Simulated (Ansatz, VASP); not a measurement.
# Y2As in VASP and in Ansatz

Contents of INCAR:

```
PREC = Accurate
ENCUT = 520
EDIFF = 1E-7
ISMEAR = 0
SIGMA = 0.1
LREAL = False
LASPH = True
NELM = 100
ALGO = Normal
ISIF = 2
LWAVE = False
LCHARG = False
GGA = PE
NBANDS = 20
```

KPOINTS

```
regular mesh
0
Gamma
  6 6 6
```

The input POSCAR:

```
Y2As
1.0
    0.0000000000      3.3120405880      3.3120405880
    3.3120405880      0.0000000000      3.3120405880
    3.3120405880      3.3120405880      0.0000000000
Y As
2 1
Direct
    0.2500000000      0.2500000000      0.2500000000
    0.7500000000      0.7500000000      0.7500000000
    0.0000000000      0.0000000000      0.0000000000
```

Input for Ansatz:

```yaml
crystal:
  lattice:
    - [0.0, 3.312040588, 3.312040588]
    - [3.312040588, 0.0, 3.312040588]
    - [3.312040588, 3.312040588, 0.0]
  atoms:
    - { symbol: "Y", position: [0.25, 0.25, 0.25] }
    - { symbol: "Y", position: [0.75, 0.75, 0.75] }
    - { symbol: As, position: [0.0, 0.0, 0.0] }
basis:
  ecutwfc: 420
kpoints:
  mp_grid: { grid: [6, 6, 6] }
hamiltonian:
  xc: pbe
scf:
  occupations: { method: gaussian, width: 0.1 }
  lower_state_search: "off"
output:
  forces: true
  stress: true
  eigenvalues: true
```

Alike in both runs: task single point; functional PBE; k mesh 6 × 6 × 6; occupations gaussian, width 0.1 eV; no spin polarisation.

|  | VASP | Ansatz |
| --- | --- | --- |
| version | VASP 6.6.1 | Ansatz 0.2.0 |
| potentials or method | VASP PAW PBE potentials, release 64 (Y_sv, As), cutoff 520 eV | scalar-relativistic, plane waves, PAW |
| valence electrons in the cell | 27 | 37 |

Ansatz gave:

* gap on the k mesh at the Fermi level (eV): none
* pressure (GPa): 6.9

Question: Which values does VASP return?

Answer: gap on the k mesh at the Fermi level (eV): none; pressure (GPa): 7.0.

A gap of «none» marks a metal or a gap that the smearing closes. The functional is the same, so the differences come from potentials, cutoffs and numerics. VASP's potentials hold 27 valence electrons a cell and Ansatz's 37, so a difference there can come from the potentials and not from the codes.
